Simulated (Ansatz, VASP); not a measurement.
# One calculation of CuO, two programs

The input INCAR:

```
PREC = Accurate
ENCUT = 700
EDIFF = 1E-6
ISMEAR = -1
SIGMA = 0.05
LREAL = F
LASPH = T
NELM = 120
ALGO = Normal
ISIF = 2
LWAVE = F
LCHARG = F
GGA = B5
ALDAX = 1.0
AGGAX = 1.0
AGGAC = 1.0
ALDAC = 0.0
NBANDS = 33
GGA_COMPAT = F
```

Contents of KPOINTS:

```
Automatic mesh
0
Gamma
  6 6 3
```

File POSCAR:

```
CuO
1.0
    2.3446497600     -1.7133998200      0.0000000000
    2.3446497600      1.7133998200      0.0000000000
   -0.8605499100      0.0000000000      5.0594394800
Cu O
2 2
Direct
    0.0032000000      0.4968000000      0.0000000000
    0.4968000000      0.0032000000      0.5000000000
    0.5714000000      0.4056000000      0.2537000000
    0.4056000000      0.5714000000      0.7537000000
```

File input.yaml:

```yaml
crystal:
  lattice:
    - [2.34464976, -1.71339982, 0.0]
    - [2.34464976, 1.71339982, 0.0]
    - [-0.86054991, 0.0, 5.05943948]
  atoms:
    - { symbol: Cu, position: [0.0032, 0.4968, 0.0] }
    - { symbol: Cu, position: [0.4968, 0.0032, 0.5] }
    - { symbol: O, position: [0.5714, 0.4056, 0.2537] }
    - { symbol: O, position: [0.4056, 0.5714, 0.7537] }
hamiltonian:
  xc: blyp
  pseudopotentials: { kind: paw }
kpoints:
  mp_grid: { grid: [6, 6, 3] }
  band_path:
    path:
      - [[0.0, 0.0, 0.0], [-0.5, -0.5, 0.0], [-0.5249461988, -0.5249461988, 0.3256423996], [-0.5, -0.5, 0.5], [-0.6336779992, -0.3663220008, 0.5]]
      - [[-0.3663220008, 0.3663220008, 0.5], [0.0, 0.0, 0.5], [-0.4750538012, -0.4750538012, 0.6743576004]]
      - [[-0.5, -0.5, 0.0], [-0.612631459, -0.387368541, 0.0]]
      - [[-0.387368541, 0.387368541, 0.0], [0.0, 0.0, 0.0], [-0.5, 0.0, 0.0]]
      - [[-0.5, 0.0, 0.5], [0.0, 0.0, 0.0]]
    npoints: 14
scf:
  occupations: { method: fermi_dirac, width: 0.05 }
  n_extra_bands: 10
output:
  forces: true
  stress: true
  eigenvalues: true
  fatbands: false
  write_density: true
  write_potential: true
  elf: true
  volumetric_format: npy
```

Alike in both runs: functional BLYP; k mesh 6 × 6 × 3; occupations fermi-dirac, width 0.05 eV; no spin polarisation.

```csv
,VASP,Ansatz
version,VASP 6.6.1,Ansatz 0.2.0
potentials or method,"VASP PAW PBE potentials, release 64 (Cu_sv_GW, O)",Ansatz PAW
plane-wave cutoff (eV),700,420
valence electrons in the cell,50,50
task,single point,band structure
```

VASP gave:

* gap on the k mesh at the Fermi level (eV): none
* pressure (GPa): 9.9
* traceless stress, the component that is largest in VASP (GPa): -1.93
* rms of the force components (eV/Å): 0.443

Which values does Ansatz return?

gap on the k mesh at the Fermi level (eV): none; pressure (GPa): 12.5; traceless stress, the component that is largest in VASP (GPa): -1.88; rms of the force components (eV/Å): 0.427.

VASP's potentials were made for PBE, not for BLYP. Atom by atom the forces differ by 0.023 eV/Å (rms over components). A gap of «none» marks a metal or a gap that the smearing closes.

The k mesh is coarse, so the values compare programs but aren't converged.
